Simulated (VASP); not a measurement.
# ZnAg (Pm-3m) in VASP: a series of runs

ZnAg is run at these levels: LDA; tasks: single point.

Everything below comes from runs of VASP 6.6.1. Logs are shortened: lines on timing, memory, paths and dates and some standing lists are left out, and cuts for length are marked.

## Step 1: The cell of the first run

It takes space group Pm-3m (No. 221, cubic). The conventional cell has a = 2.893 Å, b = 2.893 Å, c = 2.893 Å, α = 90.00°, β = 90.00°, γ = 90.00°. Within 3.3 Å of Zn (site symmetry m-3m) lie 8 Ag at 2.51 Å and 6 Zn at 2.89 Å. Within 3.3 Å of Ag (site symmetry m-3m) lie 8 Zn at 2.51 Å and 6 Ag at 2.89 Å.

## Step 2: Single point, LDA

Input file INCAR:

```
SYSTEM = ZnAg
PREC = Accurate
ENCUT = 500
EDIFF = 1E-6
ISMEAR = -1
SIGMA = 0.1
LREAL = .False.
LASPH = .True.
NELM = 120
ALGO = Normal
ISIF = 2
LWAVE = .False.
LCHARG = .False.
NBANDS = 18
GGA_COMPAT = .False.
```

Input file KPOINTS:

```
Automatic mesh
0
Gamma
  10 10 10
  0 0 0
```

Input file POSCAR:

```
ZnAg
1.0
    2.8926622898      0.0000000000      0.0000000000
    0.0000000000      2.8926622898      0.0000000000
    0.0000000000      0.0000000000      2.8926622898
Zn Ag
1 1
Direct
    0.5000000000      0.5000000000      0.5000000000
    0.0000000000      0.0000000000      0.0000000000
```

Potentials or basis: VASP PAW LDA potentials, release 64 (Zn, Ag).

Run with:

```console
cat potpaw_LDA.64/Zn/POTCAR potpaw_LDA.64/Ag/POTCAR > POTCAR
mpirun -np 1 vasp_std > vasp.out
```

OUTCAR:

```text
SYSTEM = ZnAg
   PREC = Accurate
   ENCUT = 500
   EDIFF = 1E-6
   ISMEAR = -1
   LREAL = .False.
   LASPH = .True.
   NELM = 120
   ISIF = 2

 ion  position               nearest neighbor table
   1  0.500  0.500  0.500-   2 2.51   2 2.51   2 2.51   2 2.51   2 2.51   2 2.51   2 2.51   2 2.51

   2  0.000  0.000  0.000-   1 2.51   1 2.51   1 2.51   1 2.51   1 2.51   1 2.51   1 2.51   1 2.51

  LATTYP: Found a simple cubic cell.
 ALAT       =     2.8926622898

  Lattice vectors:

 A1 = (   2.8926622898,   0.0000000000,   0.0000000000)
 A2 = (   0.0000000000,   2.8926622898,   0.0000000000)
 A3 = (   0.0000000000,   0.0000000000,   2.8926622898)

Analysis of symmetry for initial positions (statically):
=====================================================================
 Subroutine PRICEL returns:
 Original cell was already a primitive cell.

 Routine SETGRP: Setting up the symmetry group for a
 simple cubic supercell.

 Subroutine GETGRP returns: Found 48 space group operations
 (whereof 48 operations were pure point group operations)
 out of a pool of 48 trial point group operations.

The static configuration has the point symmetry O_h .

Analysis of symmetry for dynamics (positions and initial velocities):
=====================================================================
 Subroutine PRICEL returns:
 Original cell was already a primitive cell.

 Routine SETGRP: Setting up the symmetry group for a
 simple cubic supercell.

 Subroutine GETGRP returns: Found 48 space group operations
 (whereof 48 operations were pure point group operations)
 out of a pool of 48 trial point group operations.

The dynamic configuration has the point symmetry O_h .

 Subroutine INISYM returns: Found 48 space group operations
 (whereof 48 operations are pure point group operations),
 and found     1 'primitive' translations

----------------------------------------------------------------------------------------

                                     Primitive cell

  volume of cell :      24.2043

  direct lattice vectors                    reciprocal lattice vectors
     2.892662290  0.000000000  0.000000000     0.345702298  0.000000000  0.000000000
     0.000000000  2.892662290  0.000000000     0.000000000  0.345702298  0.000000000
     0.000000000  0.000000000  2.892662290     0.000000000  0.000000000  0.345702298

  length of vectors
     2.892662290  2.892662290  2.892662290     0.345702298  0.345702298  0.345702298

  position of ions in fractional coordinates (direct lattice)
     0.500000000  0.500000000  0.500000000
     0.000000000  0.000000000  0.000000000

  ion indices of the primitive-cell ions
   primitive index   ion index
                 1           1
                 2           2

----------------------------------------------------------------------------------------

 KPOINTS: Automatic mesh

Automatic generation of k-mesh.
 Grid dimensions read from file:
 generate k-points for:   10   10   10

 Generating k-lattice:

  Cartesian coordinates                     Fractional coordinates (reciprocal lattice)
     0.034570230  0.000000000  0.000000000     0.100000000  0.000000000  0.000000000
     0.000000000  0.034570230  0.000000000     0.000000000  0.100000000  0.000000000
     0.000000000  0.000000000  0.034570230     0.000000000  0.000000000  0.100000000

  Length of vectors
     0.034570230  0.034570230  0.034570230

  Shift w.r.t. Gamma in fractional coordinates (k-lattice)
     0.000000000  0.000000000  0.000000000

 Subroutine IBZKPT returns following result:
 ===========================================

 Found     56 irreducible k-points:

 Following reciprocal coordinates:
            Coordinates               Weight
  0.000000  0.000000  0.000000      1.000000
  0.100000  0.000000  0.000000      6.000000
  0.200000  0.000000  0.000000      6.000000
  0.300000  0.000000  0.000000      6.000000
  0.400000  0.000000  0.000000      6.000000
  0.500000  0.000000  0.000000      3.000000
[... 16 lines left out ...]
  0.200000  0.100000  0.100000     24.000000
  0.300000  0.100000  0.100000     24.000000
 [... further k-points ...]
   k-points           NKPTS =     56   k-points in BZ     NKDIM =     56   number of bands    NBANDS=     18
   number of dos      NEDOS =    301   number of ions     NIONS =      2
   total plane-waves  NPLWV =  13824
   dimension x,y,z NGX =    24 NGY =   24 NGZ =   24
   dimension x,y,z NGXF=    48 NGYF=   48 NGZF=   48
   ions per type =               1   1
   NGX,Y,Z   is equivalent  to a cutoff of  13.79, 13.79, 13.79 a.u.
   NGXF,Y,Z  is equivalent  to a cutoff of  27.59, 27.59, 27.59 a.u.
 SYSTEM =  ZnAg
   PREC   = accura    normal or accurate (medium, high low for compatibility)
   ISTART =      0    job   : 0-new  1-cont  2-samecut
   ICHARG =      2    charge: 1-file 2-atom 10-const
   ISPIN  =      1    spin polarized calculation?
   LNONCOLLINEAR =      F non collinear calculations
   LSORBIT =      F    spin-orbit coupling
   LASPH  =      T    aspherical Exc in radial PAW
   ENCUT  =  500.0 eV  36.75 Ry    6.06 a.u.   5.27  5.27  5.27*2*pi/ulx,y,z
   NELM   =    120;   NELMIN=  2; NELMDL= -5     # of ELM steps
   EDIFF  = 0.1E-05   stopping-criterion for ELM
   LREAL  =      F    real-space projection
   EDIFFG = 0.1E-04   stopping-criterion for IOM
   NSW    =      0    number of steps for IOM
   IBRION =     -1    ionic relax: 0-MD 1-quasi-New 2-CG
   NFREE  =      0    steps in history (QN), initial steepest desc. (CG)
   ISIF   =      2    stress and relaxation
   ISYM   =      2    0-nonsym 1-usesym 2-fastsym
   POTIM  = 0.5000    time-step for ionic-motion
   TEBEG  =    0.0;   TEEND  =   0.0 temperature during run
   PSTRESS=    0.0 pullay stress
   NELECT =      23.0000    total number of electrons
   NUPDOWN=      -1.0000    fix difference up-down
   EMIN   =  10.00;   EMAX   =-10.00  energy-range for DOS
   EFERMI =   0.00;   METHOD = LEGACY
   ISMEAR =    -1;   SIGMA  =   0.10  broadening in eV -4-tet -1-fermi 0-gaus
   EFERMI_NEDOS =   21; number of points for ismear=-14 and -15
   IALGO  =     38    algorithm
   IMIX   =      4    mixing-type and parameters
     AMIX     =   0.40;   BMIX     =  1.00
     AMIX_MAG =   1.60;   BMIX_MAG =  1.00
  volume/ion in A,a.u.               =      12.10        81.67
  Fermi-wavevector in a.u.,A,eV,Ry     =   1.609483  3.041482 35.245012  2.590435
  Thomas-Fermi vector in A             =   2.705186
   LORBIT       =      0    0 simple, 1 ext, 2 COOP (PROOUT), +10 PAW based schemes
   GGA     = CA    functional components
   LHFCALC =     F    Hartree Fock is set to
   AEXX    =    0.0000 exact exchange contribution
   IVDW    =     0    specifies the selected vdW correction
   LEPSILON=     F    determine dielectric tensor
   LRPA    =     F    only Hartree local field effects (RPA)
 non-spin polarized calculation
  energy-cutoff  :      500.00
  volume of cell :       24.20
 maximum number of plane-waves:       626
 NGX is ok and might be reduce to    24
   NGX = 11   NGY = 11   NGZ = 11

 number of electron      22.9999986 magnetization

 Free energy of the ion-electron system (eV)
  ---------------------------------------------------
  ext. energy  EPLUGINS =         0.00000000
  ---------------------------------------------------
  free energy    TOTEN  =        -5.26297960 eV

  energy without entropy =       -5.24361742  energy(sigma->0) =       -5.25329851

 E-fermi :   9.7587     XC(G=0): -13.9696

 val. band max:        9.6969095792   @ k =   0.4000   0.3000   0.2000
 cond. band min:       9.8139118491   @ k =   0.4000   0.4000   0.4000
 fundamental gap:      0.1170022699
 Fermi energy:         9.7587136097

 k-point     1 :       0.0000    0.0000    0.0000
  band No.  band energies     occupation
      1      -2.2633      2.00000
      2       0.0589      2.00000
      3       0.0589      2.00000
      4       1.3197      2.00000
      5       1.3197      2.00000
      6       1.3197      2.00000
[... 10 lines left out ...]
     17      23.6481      0.00000
     18      30.1233      0.00000

 k-point     2 :       0.1000    0.0000    0.0000
  band No.  band energies     occupation
      1      -2.0610      2.00000
      2       0.1230      2.00000
      3       0.1421      2.00000
      4       1.3195      2.00000
      5       1.3195      2.00000
      6       1.3475      2.00000
[... 10 lines left out ...]
     17      24.8150      0.00000
     18      29.6745      0.00000

 k-point     3 :       0.2000    0.0000    0.0000
  band No.  band energies     occupation
      1      -1.4763      2.00000
      2       0.3057      2.00000
      3       0.3625      2.00000
      4       1.3227      2.00000
      5       1.3227      2.00000
      6       1.4228      2.00000
[... 10 lines left out ...]
     17      28.0201      0.00000
     18      28.8638      0.00000

 k-point     4 :       0.3000    0.0000    0.0000
  band No.  band energies     occupation
      1      -0.5924      2.00000
      2       0.5745      2.00000
      3       0.6439      2.00000
      4       1.3370      2.00000
      5       1.3370      2.00000
      6       1.5216      2.00000
[... 375 lines left out ...]
      4       1.2612      2.00000
      5       1.2612      2.00000
      6       1.4772      2.00000
[... 10 lines left out ...]
     17      25.7934      0.00000
     18      28.7260      0.00000

 k-point    23 :       0.2000    0.1000    0.1000
  band No.  band energies     occupation
      1      -1.1244      2.00000
      2       0.4266      2.00000
      3       0.4883      2.00000
      4       1.2100      2.00000
      5       1.2507      2.00000
      6       1.5360      2.00000
[... 10 lines left out ...]
     17      27.2192      0.00000
     18      27.2826      0.00000

 k-point    24 :       0.3000    0.1000    0.1000
  band No.  band energies     occupation
      1      -0.3405      2.00000
      2       0.6477      2.00000
      3       0.7477      2.00000
      4       1.2411      2.00000
      5       1.2424      2.00000
      6       1.5359      2.00000
[... 10 lines left out ...]
     17      25.2075      0.00000
     18      26.0531      0.00000

 [... further k-points ...]

------------------------ aborting loop because EDIFF is reached ----------------------------------------

  FORCE on cell =-STRESS in cart. coord.  units (eV):
  Direction    XX          YY          ZZ          XY          YZ          ZX
  --------------------------------------------------------------------------------------
  -------------------------------------------------------------------------------------
  Total        6.2020523      6.2020523      6.2020523     -0.0000000     -0.0000000      0.0000000
  in kB      410.5374748    410.5374748    410.5374748     -0.0000000     -0.0000000      0.0000000
  external PRESSURE =     410.5374748 kB  Pullay stress =       0.0000000 kB

 VOLUME and BASIS-vectors are now :
 -----------------------------------------------------------------------------
  energy-cutoff  :      500.00
  volume of cell :       24.20
      direct lattice vectors                 reciprocal lattice vectors
     2.892662290  0.000000000  0.000000000     0.345702298  0.000000000  0.000000000
     0.000000000  2.892662290  0.000000000     0.000000000  0.345702298  0.000000000
     0.000000000  0.000000000  2.892662290     0.000000000  0.000000000  0.345702298

 POSITION                                       TOTAL-FORCE (eV/Angst)
 -----------------------------------------------------------------------------------
      1.44633      1.44633      1.44633         0.000000      0.000000      0.000000
      0.00000      0.00000      0.00000         0.000000      0.000000      0.000000
 -----------------------------------------------------------------------------------
    total drift:                                0.000000      0.000000     -0.000000

  FREE ENERGIE OF THE ION-ELECTRON SYSTEM (eV)
  ---------------------------------------------------
  free  energy   TOTEN  =        -5.2629796017 eV

  energy  without entropy=       -5.2436174162  energy(sigma->0) =       -5.25329851
```

Run time: 25 s. Hardware: 1 thread of Intel Xeon Platinum 8259CL at 2.50GHz (Skylake/Cascade Lake), shared host; peak memory 0.14 GiB.

What came out:

- Free energy: -5.2630 eV
- Pressure: 41.1 GPa
- Band gap on the k mesh: zero (an odd number of electrons rules out a gap without spin polarisation)

Caveat: the cell stands under pressure.

## Step 3: Single point, LDA

This run uses another cell than the first one, of 12.52 Å³/atom.

INCAR is that of step 2.

KPOINTS is that of step 2.

Input file POSCAR:

```
ZnAg
1.0
    2.9251949093      0.0000000000      0.0000000000
    0.0000000000      2.9251949093      0.0000000000
    0.0000000000      0.0000000000      2.9251949093
Zn Ag
1 1
Direct
    0.5000000000      0.5000000000      0.5000000000
    0.0000000000      0.0000000000      0.0000000000
```

Potentials or basis: VASP PAW LDA potentials, release 64 (Zn, Ag).

Run with:

```console
cat potpaw_LDA.64/Zn/POTCAR potpaw_LDA.64/Ag/POTCAR > POTCAR
mpirun -np 1 vasp_std > vasp.out
```

OUTCAR:

```text
SYSTEM = ZnAg
   PREC = Accurate
   ENCUT = 500
   EDIFF = 1E-6
   ISMEAR = -1
   LREAL = .False.
   LASPH = .True.
   NELM = 120
   ISIF = 2

 ion  position               nearest neighbor table
   1  0.500  0.500  0.500-   2 2.53   2 2.53   2 2.53   2 2.53   2 2.53   2 2.53   2 2.53   2 2.53

   2  0.000  0.000  0.000-   1 2.53   1 2.53   1 2.53   1 2.53   1 2.53   1 2.53   1 2.53   1 2.53

  LATTYP: Found a simple cubic cell.
 ALAT       =     2.9251949093

  Lattice vectors:

 A1 = (   2.9251949093,   0.0000000000,   0.0000000000)
 A2 = (   0.0000000000,   2.9251949093,   0.0000000000)
 A3 = (   0.0000000000,   0.0000000000,   2.9251949093)

Analysis of symmetry for initial positions (statically):
=====================================================================
 Subroutine PRICEL returns:
 Original cell was already a primitive cell.

 Routine SETGRP: Setting up the symmetry group for a
 simple cubic supercell.

 Subroutine GETGRP returns: Found 48 space group operations
 (whereof 48 operations were pure point group operations)
 out of a pool of 48 trial point group operations.

The static configuration has the point symmetry O_h .

[... 158 lines left out ...]
  energy without entropy =       -5.42833336  energy(sigma->0) =       -5.43802102

 E-fermi :   9.2365     XC(G=0): -13.7623

 val. band max:        9.1715858081   @ k =   0.4000   0.3000   0.2000
 cond. band min:       9.2711370362   @ k =   0.4000   0.4000   0.4000
 fundamental gap:      0.0995512281
 Fermi energy:         9.2365178304

 k-point     1 :       0.0000    0.0000    0.0000
  band No.  band energies     occupation
      1      -2.4334      2.00000
      2      -0.1888      2.00000
      3      -0.1888      2.00000
      4       0.9583      2.00000
      5       0.9583      2.00000
      6       0.9583      2.00000
[... 481 lines left out ...]
      5       0.8924      2.00000
      6       1.1545      2.00000
[... 10 lines left out ...]
     17      24.3678      0.00000
     18      25.1809      0.00000

 [... further k-points ...]

------------------------ aborting loop because EDIFF is reached ----------------------------------------

  FORCE on cell =-STRESS in cart. coord.  units (eV):
  Direction    XX          YY          ZZ          XY          YZ          ZX
  --------------------------------------------------------------------------------------
  -------------------------------------------------------------------------------------
  Total        4.8216642      4.8216642      4.8216642     -0.0000000      0.0000000      0.0000000
  in kB      308.6335346    308.6335346    308.6335346     -0.0000000      0.0000000      0.0000000
  external PRESSURE =     308.6335346 kB  Pullay stress =       0.0000000 kB

 VOLUME and BASIS-vectors are now :
 -----------------------------------------------------------------------------
  energy-cutoff  :      500.00
  volume of cell :       25.03
      direct lattice vectors                 reciprocal lattice vectors
     2.925194909  0.000000000  0.000000000     0.341857562  0.000000000  0.000000000
     0.000000000  2.925194909  0.000000000     0.000000000  0.341857562  0.000000000
     0.000000000  0.000000000  2.925194909     0.000000000  0.000000000  0.341857562

 POSITION                                       TOTAL-FORCE (eV/Angst)
 -----------------------------------------------------------------------------------
      1.46260      1.46260      1.46260         0.000000      0.000000      0.000000
      0.00000      0.00000      0.00000         0.000000      0.000000      0.000000
 -----------------------------------------------------------------------------------
    total drift:                                0.000000      0.000000     -0.000000

  FREE ENERGIE OF THE ION-ELECTRON SYSTEM (eV)
  ---------------------------------------------------
  free  energy   TOTEN  =        -5.4477086866 eV

  energy  without entropy=       -5.4283333551  energy(sigma->0) =       -5.43802102
```

OSZICAR:

```text
N       E                     dE             d eps       ncg     rms          rms(c)
DAV:   1     0.122600607524E+03    0.12260E+03   -0.11164E+04  2104   0.171E+03
DAV:   2    -0.177124664840E+01   -0.12437E+03   -0.11969E+03  2028   0.312E+02
DAV:   3    -0.610291096838E+01   -0.43317E+01   -0.43097E+01  2162   0.650E+01
DAV:   4    -0.613330216917E+01   -0.30391E-01   -0.30385E-01  2208   0.486E+00
DAV:   5    -0.613359487139E+01   -0.29270E-03   -0.29270E-03  2118   0.495E-01    0.117E+01
DAV:   6    -0.550955450349E+01    0.62404E+00   -0.17355E+00  2182   0.173E+01    0.683E+00
DAV:   7    -0.546429016642E+01    0.45264E-01   -0.33791E-02  2718   0.576E+00    0.346E+00
DAV:   8    -0.544784780621E+01    0.16442E-01   -0.92751E-03  2500   0.175E+00    0.182E-01
DAV:   9    -0.544769837201E+01    0.14943E-03   -0.43925E-04  2430   0.836E-01    0.463E-02
DAV:  10    -0.544770936320E+01   -0.10991E-04   -0.47604E-05  2142   0.637E-02    0.148E-02
DAV:  11    -0.544770868662E+01    0.67659E-06   -0.74055E-07  1242   0.106E-02
   1 F= -.54477087E+01 E0= -.54380210E+01  d E =-.193753E-01
```

Wall time 25 s (1 thread of Intel Xeon Platinum 8259CL at 2.50GHz (Skylake/Cascade Lake), shared host); peak memory 0.14 GiB.

Results:

| Item | Value |
| --- | --- |
| Free energy | -5.4477 eV |
| Pressure | 30.9 GPa |
| Band gap on the k mesh | zero (an odd number of electrons rules out a gap without spin polarisation) |

Levels at points of the mesh, in eV from the Fermi level:
```csv
k point,band 8,band 9,band 10,band 11,band 12,band 13,band 14,band 15,band 16,band 17
"(0.00, 0.00, 0.00)",-6.46,-4.96,-4.96,-4.96,5.59,5.59,5.59,12.63,12.63,13.35
"(0.50, 0.00, 0.00)",-6.29,-6.29,-6.07,-5.27,-2.95,11.50,12.25,12.25,12.85,12.85
"(0.50, 0.50, 0.00)",-5.14,-5.14,-4.52,-2.66,-2.66,2.43,2.98,12.01,14.11,14.11
"(0.50, 0.50, 0.50)",-7.71,-4.47,-4.47,2.25,4.34,4.34,4.34,5.53,5.53,5.53
```

Caveat: the cell stands under pressure.

## Step 4: Single point, LDA

This run uses another cell than the first one, of 13.02 Å³/atom.

Input file INCAR:

```
PREC = Accurate
ENCUT = 500
EDIFF = 1E-6
ISMEAR = -1
SIGMA = 0.1
LREAL = F
LASPH = T
NELM = 120
ALGO = Normal
ISIF = 2
LWAVE = F
LCHARG = F
NBANDS = 18
GGA_COMPAT = F
```

Input file KPOINTS:

```
regular mesh
0
Gamma
  10 10 10
```

Input file POSCAR:

```
ZnAg
1.0
    2.9639822047      0.0000000000      0.0000000000
    0.0000000000      2.9639822047      0.0000000000
    0.0000000000      0.0000000000      2.9639822047
Zn Ag
1 1
Direct
    0.5000000000      0.5000000000      0.5000000000
    0.0000000000      0.0000000000      0.0000000000
```

Run with:

```console
cat potpaw_LDA.64/Zn/POTCAR potpaw_LDA.64/Ag/POTCAR > POTCAR
mpirun -np 1 vasp_std > vasp.out
```

It took 20 s on 1 thread of Intel Xeon Platinum 8259CL at 2.50GHz (Skylake/Cascade Lake), shared host; peak memory 0.14 GiB.

It converged, with:

```yaml
Free_energy: -5.6094 eV
Pressure: 20.8 GPa
Band_gap_on_the_k_mesh: zero (an odd number of electrons rules out a gap without spin polarisation)
```

Levels at points of the mesh, in eV from the Fermi level:
```
           k point  band 9  band 10  band 11  band 12  band 13  band 14  band 15  band 16
(0.00, 0.00, 0.00)   -4.85    -4.85    -4.85     5.52     5.52     5.52    12.35    12.35
(0.50, 0.00, 0.00)   -6.08    -5.93    -5.12    -2.90    11.42    11.90    11.90    12.57
(0.50, 0.50, 0.00)   -5.04    -4.43    -2.48    -2.48     2.21     2.81    11.76    13.97
(0.50, 0.50, 0.50)   -4.38    -4.38     2.12     4.28     4.28     4.28     5.37     5.37
```

Caveat: the cell stands under pressure.

(Continued in part 2 of 2.)
